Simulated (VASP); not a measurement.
Wanted: the native input for a VASP 6.6.1 run.

* Task: single point
* Functional: PBEsol
* Potentials or basis: VASP PAW PBE potentials, release 64 (Si, Ge_d)
* Cutoff: 520 eV
* k mesh: 6 × 6 × 6
* Occupations: gaussian, width 0.03 eV
* Spin: no spin polarisation
* Dipole correction: no
* Further INCAR settings: ALGO = Normal; EDIFF = 1e-06; NBANDS = 31

The structure of Si7Ge lies in POSCAR:

```
Si7Ge
1.0
    5.7321356505      0.0000000000      0.0000000000
    0.0000000000      5.7321356505      0.0000000000
    0.0000000000      0.0000000000      5.5956562302
Si Ge
7 1
Direct
    0.2525976818      0.2525976818      0.2525976818
    0.0000000000      0.5000000000      0.5000000000
    0.5000000000      0.5000000000      0.0000000000
    0.5000000000      0.0000000000      0.5000000000
    0.7474023182      0.2525976818      0.7474023182
    0.7474023182      0.7474023182      0.2525976818
    0.2525976818      0.7474023182      0.7474023182
    0.0000000000      0.0000000000      0.0000000000
```

This cell differs from its parent crystal: strain +0.050 along x and y, +0.025 along z.

The input as run:

INCAR

```
SYSTEM = Si7Ge
PREC = Accurate
ENCUT = 520
EDIFF = 1E-6
ISMEAR = 0
SIGMA = 0.03
LREAL = .False.
LASPH = .True.
NELM = 100
ALGO = Normal
ISIF = 2
LWAVE = .False.
LCHARG = .False.
GGA = PS
NBANDS = 31
```

KPOINTS

```
regular mesh
0
Gamma
  6 6 6
  0 0 0
```

Potentials or basis: VASP PAW PBE potentials, release 64 (Si, Ge_d).

Command:

```console
$ cat potpaw_PBE.64/Si/POTCAR potpaw_PBE.64/Ge_d/POTCAR > POTCAR
$ mpirun -np 1 vasp_std > vasp.out
```

Results of the run:

- Pressure: -8.4 GPa
- Largest force: 0.007 eV/Å
- Band gap on the k mesh: 0.37 eV, direct

Caveat: the cell differs from its parent crystal (strain +0.050 along x and y, +0.025 along z); the PAW data sets were made with another functional, which shifts forces and pressure a little.

Wall time 120 s on 1 thread of Intel(R) Xeon(R) 6975P-C (Granite Rapids) (shared host), peak memory 0.4 GiB.
